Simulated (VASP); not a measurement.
# Te2Mo in VASP: a series of runs

Runs on Te2Mo. Level: PBE+D3(BJ). Tasks: single point.

Everything below comes from runs of VASP 6.6.1. Logs are shortened: lines on timing, memory, paths and dates and some standing lists are left out, and cuts for length are marked.

**1. The cell of the first run**

The cell holds a slab with vacuum, 6 atoms: a = 3.504 Å, b = 3.504 Å, c = 24.768 Å, α = 90.00°, β = 90.00°, γ = 120.00°.

**2. Single point, PBE+D3(BJ)**

INCAR

```
ALGO = Normal
DIPOL = 0.5 0.5 0.408
EDIFF = 1E-6
ENCUT = 520
GGA = PE
IDIPOL = 3
ISIF = 2
ISMEAR = 0
IVDW = 12
LASPH = True
LCHARG = False
LDIPOL = True
LREAL = False
LWAVE = False
NBANDS = 35
NELM = 100
PREC = Accurate
SIGMA = 0.05
```

KPOINTS

```
k-points
0
Gamma
  9 9 1
```

POSCAR

```
Te2Mo
1.0
    3.5038817003      0.0000000000      0.0000000000
   -1.7519408501      3.0344505643      0.0000000000
    0.0000000000      0.0000000000     24.7677199090
Te Mo
4 2
Direct
    0.3333333333      0.6666666667      0.1816881011
    0.3333333333      0.6666666667      0.3283616122
    0.3333333333      0.6666666667      0.4883601541
    0.3333333333      0.6666666667      0.6350330270
    0.6666666667      0.3333333333      0.2550062467
    0.0000000000      1.0000000000      0.5617169201
```

Potentials or basis: VASP PAW PBE potentials, release 64 (Te, Mo_sv).

On the command line:

```bash
$ cat potpaw_PBE.64/Te/POTCAR potpaw_PBE.64/Mo_sv/POTCAR > POTCAR
$ mpirun -np 1 vasp_std > vasp.out
```

OUTCAR:

```text
EDIFF = 1E-6
   ENCUT = 520
   GGA = PE
   ISIF = 2
   ISMEAR = 0
   IVDW = 12
   LASPH = True
   LREAL = False
   NELM = 100
   PREC = Accurate
 IVDW          = 12

 ion  position               nearest neighbor table
   1  0.333  0.667  0.182-   5 2.72   5 2.72   5 2.72   2 3.63
   2  0.333  0.667  0.328-   5 2.72   5 2.72   5 2.72   1 3.63
   3  0.333  0.667  0.488-   6 2.72   6 2.72   6 2.72   4 3.63
   4  0.333  0.667  0.635-   6 2.72   6 2.72   6 2.72   3 3.63
   5  0.667  0.333  0.255-   1 2.72   1 2.72   1 2.72   2 2.72   2 2.72   2 2.72
   6  0.000  0.000  0.562-   4 2.72   4 2.72   4 2.72   3 2.72   3 2.72   3 2.72

  LATTYP: Found a hexagonal cell.
 ALAT       =     3.5038817003
 C/A-ratio  =     7.0686518631

  Lattice vectors:

 A1 = (   3.5038817003,   0.0000000000,   0.0000000000)
 A2 = (  -1.7519408501,   3.0344505643,   0.0000000000)
 A3 = (   0.0000000000,   0.0000000000,  24.7677199090)

Analysis of symmetry for initial positions (statically):
=====================================================================
 Subroutine PRICEL returns:
 Original cell was already a primitive cell.

 Routine SETGRP: Setting up the symmetry group for a
 hexagonal supercell.

 Subroutine GETGRP returns: Found 12 space group operations
 (whereof  6 operations were pure point group operations)
 out of a pool of 24 trial point group operations.

The static configuration has the point symmetry C_3v.
 The point group associated with its full space group is D_3d.

Analysis of symmetry for dynamics (positions and initial velocities):
=====================================================================
 Subroutine PRICEL returns:
 Original cell was already a primitive cell.

 Routine SETGRP: Setting up the symmetry group for a
 hexagonal supercell.

 Subroutine GETGRP returns: Found 12 space group operations
 (whereof  6 operations were pure point group operations)
 out of a pool of 24 trial point group operations.

The dynamic configuration has the point symmetry C_3v.
 The point group associated with its full space group is D_3d.

 Subroutine INISYM returns: Found 12 space group operations
 (whereof  6 operations are pure point group operations),
 and found     1 'primitive' translations

----------------------------------------------------------------------------------------

                                     Primitive cell

  volume of cell :     263.3392

  direct lattice vectors                    reciprocal lattice vectors
     3.503881700  0.000000000  0.000000000     0.285397763  0.164774475  0.000000000
    -1.751940850  3.034450564  0.000000000     0.000000000  0.329548951  0.000000000
     0.000000000  0.000000000 24.767719909     0.000000000  0.000000000  0.040375134

  length of vectors
     3.503881700  3.503881700 24.767719909     0.329548951  0.329548951  0.040375134

  position of ions in fractional coordinates (direct lattice)
     0.333333333  0.666666667  0.181688101
     0.333333333  0.666666667  0.328361612
     0.333333333  0.666666667  0.488360154
     0.333333333  0.666666667  0.635033027
     0.666666667  0.333333333  0.255006247
     0.000000000  0.000000000  0.561716920

  ion indices of the primitive-cell ions
   primitive index   ion index
                 1           1
                 2           2
                 3           3
                 4           4
                 5           5
                 6           6

----------------------------------------------------------------------------------------

 KPOINTS: k-points

Automatic generation of k-mesh.
 Grid dimensions read from file:
 generate k-points for:    9    9    1

 Generating k-lattice:

  Cartesian coordinates                     Fractional coordinates (reciprocal lattice)
     0.031710863  0.018308275  0.000000000     0.111111111  0.000000000  0.000000000
     0.000000000  0.036616550  0.000000000     0.000000000  0.111111111  0.000000000
     0.000000000  0.000000000  0.040375134     0.000000000  0.000000000  1.000000000

  Length of vectors
     0.036616550  0.036616550  0.040375134

  Shift w.r.t. Gamma in fractional coordinates (k-lattice)
     0.000000000  0.000000000  0.000000000

 Subroutine IBZKPT returns following result:
 ===========================================

 Found     12 irreducible k-points:

 Following reciprocal coordinates:
            Coordinates               Weight
  0.000000  0.000000  0.000000      1.000000
  0.111111  0.000000  0.000000      6.000000
  0.222222 -0.000000  0.000000      6.000000
  0.333333  0.000000  0.000000      6.000000
  0.444444 -0.000000  0.000000      6.000000
  0.111111  0.111111  0.000000      6.000000
  0.222222  0.111111  0.000000     12.000000
  0.333333  0.111111  0.000000     12.000000
  0.444444  0.111111  0.000000      6.000000
  0.222222  0.222222  0.000000      6.000000
  0.333333  0.222222  0.000000     12.000000
  0.333333  0.333333  0.000000      2.000000
   k-points           NKPTS =     12   k-points in BZ     NKDIM =     12   number of bands    NBANDS=     35
   number of dos      NEDOS =    301   number of ions     NIONS =      6
   total plane-waves  NPLWV = 150528
   dimension x,y,z NGX =    28 NGY =   28 NGZ =  192
   dimension x,y,z NGXF=    56 NGYF=   56 NGZF=  384
   ions per type =               4   2
   NGX,Y,Z   is equivalent  to a cutoff of  13.28, 13.28, 12.89 a.u.
   NGXF,Y,Z  is equivalent  to a cutoff of  26.57, 26.57, 25.77 a.u.
 SYSTEM =  unknown system
   PREC   = accura    normal or accurate (medium, high low for compatibility)
   ISTART =      0    job   : 0-new  1-cont  2-samecut
   ICHARG =      2    charge: 1-file 2-atom 10-const
   ISPIN  =      1    spin polarized calculation?
   LNONCOLLINEAR =      F non collinear calculations
   LSORBIT =      F    spin-orbit coupling
   LASPH  =      T    aspherical Exc in radial PAW
   ENCUT  =  520.0 eV  38.22 Ry    6.18 a.u.   6.51  6.51 46.05*2*pi/ulx,y,z
   NELM   =    100;   NELMIN=  2; NELMDL= -5     # of ELM steps
   EDIFF  = 0.1E-05   stopping-criterion for ELM
   LREAL  =      F    real-space projection
   EDIFFG = 0.1E-04   stopping-criterion for IOM
   NSW    =      0    number of steps for IOM
   IBRION =     -1    ionic relax: 0-MD 1-quasi-New 2-CG
   NFREE  =      0    steps in history (QN), initial steepest desc. (CG)
   ISIF   =      2    stress and relaxation
   ISYM   =      2    0-nonsym 1-usesym 2-fastsym
   POTIM  = 0.5000    time-step for ionic-motion
   TEBEG  =    0.0;   TEEND  =   0.0 temperature during run
   PSTRESS=    0.0 pullay stress
   NELECT =      52.0000    total number of electrons
   NUPDOWN=      -1.0000    fix difference up-down
   EMIN   =  10.00;   EMAX   =-10.00  energy-range for DOS
   EFERMI =   0.00;   METHOD = LEGACY
   ISMEAR =     0;   SIGMA  =   0.05  broadening in eV -4-tet -1-fermi 0-gaus
   EFERMI_NEDOS =   21; number of points for ismear=-14 and -15
   IALGO  =     38    algorithm
   IMIX   =      4    mixing-type and parameters
     AMIX     =   0.40;   BMIX     =  1.00
     AMIX_MAG =   1.60;   BMIX_MAG =  1.00
  volume/ion in A,a.u.               =      43.89       296.18
  Fermi-wavevector in a.u.,A,eV,Ry     =   0.953317  1.801508 12.365161  0.908814
  Thomas-Fermi vector in A             =   2.081961
   LORBIT       =      0    0 simple, 1 ext, 2 COOP (PROOUT), +10 PAW based schemes
   GGA     = PE    functional components
   LHFCALC =     F    Hartree Fock is set to
   AEXX    =    0.0000 exact exchange contribution
   IVDW    =    12    specifies the selected vdW correction
   LEPSILON=     F    determine dielectric tensor
   LRPA    =     F    only Hartree local field effects (RPA)
 non-spin polarized calculation
 Gauss-broadening in eV      SIGMA  =   0.05
  energy-cutoff  :      520.00
  volume of cell :      263.34
 maximum number of plane-waves:      7173
 NGX is ok and might be reduce to    28
   NGX = 13   NGY = 13   NGZ = 93

 dipolmoment           0.000000      0.000000     -0.000010 electrons x Angstroem

 number of electron      51.9999998 magnetization

 dipolmoment           0.000000      0.000000      0.000601 electrons x Angstroem

 Free energy of the ion-electron system (eV)
  ---------------------------------------------------
  ext. energy  EPLUGINS =         0.00000000
  ---------------------------------------------------
  free energy    TOTEN  =       -35.97128167 eV

  energy without entropy =      -35.97128167  energy(sigma->0) =      -35.97128167

 E-fermi :   2.7309     XC(G=0):  -6.4528

 val. band max:        2.4714182682   @ k =   0.3333   0.3333   0.0000
 cond. band min:       3.6367624128   @ k =   0.2222   0.2222   0.0000
 fundamental gap:      1.1653441446
 Fermi energy:         2.7308521733

 k-point     1 :       0.0000    0.0000    0.0000
  band No.  band energies     occupation
      1     -58.1814      2.00000
      2     -58.1772      2.00000
      3     -32.3595      2.00000
      4     -32.3553      2.00000
      5     -32.2140      2.00000
      6     -32.2140      2.00000
[... 27 lines left out ...]
     34       5.9910      0.00000
     35       6.6461      0.00000

 k-point     2 :       0.1111    0.0000    0.0000
  band No.  band energies     occupation
      1     -58.1802      2.00000
      2     -58.1759      2.00000
      3     -32.3561      2.00000
      4     -32.3518      2.00000
      5     -32.2299      2.00000
      6     -32.2257      2.00000
[... 27 lines left out ...]
     34       5.8425      0.00000
     35       6.8867      0.00000
[... 340 lines left out ...]
     34       6.5481      0.00000
     35       6.9710      0.00000

 k-point    12 :       0.3333    0.3333    0.0000
  band No.  band energies     occupation
      1     -58.1698      2.00000
      2     -58.1656      2.00000
      3     -32.3260      2.00000
      4     -32.3217      2.00000
      5     -32.3160      2.00000
      6     -32.3118      2.00000
[... 27 lines left out ...]
     34       6.8782      0.00000
     35       7.2508      0.00000

------------------------ aborting loop because EDIFF is reached ----------------------------------------

 vacuum level on the upper side and lower side of the slab       (xc-potential included)        -0.169        -0.179

 Edisp (eV)   -2.69473

 E8    (eV) :    -1.2750

  FORCE on cell =-STRESS in cart. coord.  units (eV):
  Direction    XX          YY          ZZ          XY          YZ          ZX
  --------------------------------------------------------------------------------------
  -------------------------------------------------------------------------------------
  Total      -0.18716    -0.18716     0.03942    -0.00000     0.00000    -0.00000
  in kB      -1.13872    -1.13872     0.23982    -0.00000     0.00000    -0.00000
  external pressure =       -0.68 kB  Pullay stress =        0.00 kB

 VOLUME and BASIS-vectors are now :
 -----------------------------------------------------------------------------
  energy-cutoff  :      520.00
  volume of cell :      263.34
      direct lattice vectors                 reciprocal lattice vectors
     3.503881700  0.000000000  0.000000000     0.285397763  0.164774475  0.000000000
    -1.751940850  3.034450564  0.000000000     0.000000000  0.329548951  0.000000000
     0.000000000  0.000000000 24.767719909     0.000000000  0.000000000  0.040375134

 POSITION                                       TOTAL-FORCE (eV/Angst)
 -----------------------------------------------------------------------------------
     -0.00000      2.02297      4.50000         0.000000     -0.000000     -0.013633
     -0.00000      2.02297      8.13277         0.000000     -0.000000      0.013049
     -0.00000      2.02297     12.09557        -0.000000      0.000000     -0.013049
     -0.00000      2.02297     15.72832        -0.000000      0.000000      0.013633
      1.75194      1.01148      6.31592         0.000000     -0.000000      0.000498
      0.00000      0.00000     13.91245        -0.000000      0.000000     -0.000498
 -----------------------------------------------------------------------------------
    total drift:                               -0.000000      0.000000      0.053486

  FREE ENERGIE OF THE ION-ELECTRON SYSTEM (eV)
  ---------------------------------------------------
  free  energy   TOTEN  =       -38.6660096185 eV

  energy  without entropy=      -38.6660096185  energy(sigma->0) =      -38.66600962

 vacuum level on the upper side and lower side of the slab         7.199         7.190
```

Wall time 2 min (1 thread of Intel Xeon 6975P-C (Granite Rapids), shared host); peak memory 0.42 GiB.

Results:

| Item | Value |
| --- | --- |
| Free energy | -38.6660 eV |
| Largest force | 0.014 eV/Å |
| Band gap on the k mesh | 1.17 eV (least direct gap 1.18 eV) |
| Dispersion energy per atom | -0.449 eV |

Forces on the atoms (eV/Å):
```
Te   0.000  0.000 -0.014
Te   0.000  0.000  0.013
Te   0.000  0.000 -0.013
Te   0.000  0.000  0.014
Mo   0.000  0.000  0.000
Mo   0.000  0.000  0.000
```

Caveat: spin-orbit coupling is left out, which moves the levels of the heavy elements.

**3. Single point, PBE+D3(BJ) (layers slid over each other, then relaxed in part)**

INCAR

```
  PREC = Accurate
  ENCUT = 520
  EDIFF = 1E-6
  ISMEAR = 0
  SIGMA = 0.05
  LREAL = F
  LASPH = T
  NELM = 100
  ALGO = Normal
  ISIF = 2
  LWAVE = F
  LCHARG = T
  LDIPOL = T
  IDIPOL = 3
  DIPOL = 0.5 0.5 0.393
  GGA = PE
  IVDW = 12
  LELF = T
  LVHAR = T
  LVACPOTAV = T
  NBANDS = 35
```

KPOINTS

```
Automatic mesh
0
Gamma
  9 9 1
```

POSCAR

```
Te2Mo
1.0
    3.5038817003      0.0000000000      0.0000000000
   -1.7519408501      3.0344505643      0.0000000000
    0.0000000000      0.0000000000     24.7677199090
Te Mo
4 2
Direct
    0.3333333333      0.6666666667      0.1816881011
    0.3333333333      0.6666666667      0.3283373819
    0.6666666667      1.3333333333      0.4582186326
    0.6666666667      1.3333333333      0.6048586392
    0.6666666667      0.3333333333      0.2549742081
    0.3333333333      1.6666666667      0.5315778663
```

Potentials or basis: VASP PAW PBE potentials, release 64 (Te, Mo_sv).

On the command line:

```bash
$ cat potpaw_PBE.64/Te/POTCAR potpaw_PBE.64/Mo_sv/POTCAR > POTCAR
$ mpirun -np 1 vasp_std > vasp.out
```

It took 2 min on 1 thread of Intel Xeon 6975P-C (Granite Rapids), shared host; peak memory 0.43 GiB.

It converged, with:

```yaml
Free_energy: -38.8180 eV
Largest_force: 0.013 eV/Å
Band_gap_on_the_k_mesh: 0.90 eV (least direct gap 1.13 eV)
Dispersion_energy_per_atom: -0.475 eV
```

Forces on the atoms (eV/Å):
```
Te   0.000  0.000 -0.012
Te   0.000  0.000  0.013
Te   0.000  0.000 -0.013
Te   0.000  0.000  0.012
Mo   0.000  0.000  0.000
Mo   0.000  0.000  0.000
```

Levels at points of the mesh, in eV from the valence-band top:
```tsv
k point	band 24	band 25	band 26	band 27	band 28	band 29
(0.00, 0.00, 0.00)	-0.99	-0.88	0.00	2.92	2.92	3.04
```

Caveat: the cell differs from its parent crystal (layers slid over each other, then relaxed in part); spin-orbit coupling is left out, which moves the levels of the heavy elements.

**4. Single point, PBE+D3(BJ) (layers slid over each other, then relaxed in part)**

INCAR

```
ALGO = Normal
DIPOL = 0.5 0.5 0.396
EDIFF = 1E-6
ENCUT = 520
GGA = PE
IDIPOL = 3
ISIF = 2
ISMEAR = 0
IVDW = 12
LASPH = True
LCHARG = False
LDIPOL = True
LREAL = False
LWAVE = False
NBANDS = 35
NELM = 80
PREC = Accurate
SIGMA = 0.05
```

KPOINTS

```
k-points
0
Gamma
  9 9 1
```

POSCAR

```
Te2Mo
1.0
    3.5038817003      0.0000000000      0.0000000000
   -1.7519408501      3.0344505643      0.0000000000
    0.0000000000      0.0000000000     24.7677199090
Te Mo
4 2
Direct
    0.3333333333      0.6666666667      0.1816881011
    0.3333333333      0.6666666667      0.3282687285
    1.0000000000      1.0000000000      0.4647074951
    1.0000000000      1.0000000000      0.6112856925
    0.6666666667      0.3333333333      0.2550579319
    0.6666666667      1.3333333333      0.5379195192
```

On the command line:

```bash
$ cat potpaw_PBE.64/Te/POTCAR potpaw_PBE.64/Mo_sv/POTCAR > POTCAR
$ mpirun -np 1 vasp_std > vasp.out
```

Run time: 2 min. Hardware: 1 thread of Intel Xeon 6975P-C (Granite Rapids), shared host; peak memory 0.42 GiB.

The run converged. Its results:

```yaml
Free_energy: -38.7561 eV
Largest_force: 0.014 eV/Å
Band_gap_on_the_k_mesh: 1.07 eV (least direct gap 1.15 eV)
Dispersion_energy_per_atom: -0.469 eV
```

Forces in eV/Å, atoms in the order of the input:
```
Te   0.000  0.000 -0.014
Te   0.000  0.000  0.012
Te   0.000  0.000 -0.012
Te   0.000  0.000  0.014
Mo   0.000  0.000  0.001
Mo   0.000  0.000 -0.001
```

Levels at points of the mesh, in eV from the valence-band top:
| k point | band 24 | band 25 | band 26 | band 27 | band 28 | band 29 |
| --- | --- | --- | --- | --- | --- | --- |
| (0.00, 0.00, 0.00) | -0.88 | -0.77 | 0.00 | 3.06 | 3.06 | 3.19 |

Caveat: the cell differs from its parent crystal (layers slid over each other, then relaxed in part); spin-orbit coupling is left out, which moves the levels of the heavy elements.

**5. The runs side by side**

```csv
cell,gap on the mesh (eV),largest force (eV/Å)
"as given, atomic positions A",1.17,0.01
"as given, atomic positions B",0.90,0.01
"as given, atomic positions C",1.07,0.01
```

Alike in all rows: task single point; level PBE+D3(BJ); potentials or basis VASP PAW PBE potentials, release 64 (Te, Mo_sv); no spin polarisation; k mesh 9 × 9 × 1; cutoff (eV) 520; smearing gaussian 0.05 eV.

Caveats: spin-orbit coupling is left out, which moves the levels of the heavy elements.

Absolute energies hang on the potentials; compare differences alone.
